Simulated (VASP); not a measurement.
KF:

```
CELL_PARAMETERS angstrom
0.00000 2.65441 2.65441
2.65441 0.00000 2.65441
2.65441 2.65441 0.00000
ATOMIC_POSITIONS crystal
K 0.00000 0.00000 0.00000
F 0.50000 0.50000 0.50000
```

Base run:

* Program: VASP 6.6.1
* Functional: PBE
* Potentials or basis: VASP PAW PBE potentials, release 64 (K_sv, F)
* Cutoff: 600 eV
* k mesh: 8 × 8 × 8
* Occupations: gaussian, width 0.1 eV
* Spin: no spin polarisation
* Hubbard terms: F p U = 4.0 eV

Its results: band gap on the k mesh 6.64 eV; pressure 1.4 GPa.

The run is repeated on the same cell with these changes: hubbard terms from F p U = 4.0 eV to F p U = 8.4 eV. What comes out?

Band gap on the k mesh 7.10 eV; pressure 0.6 GPa.

A k mesh can miss the band edges.
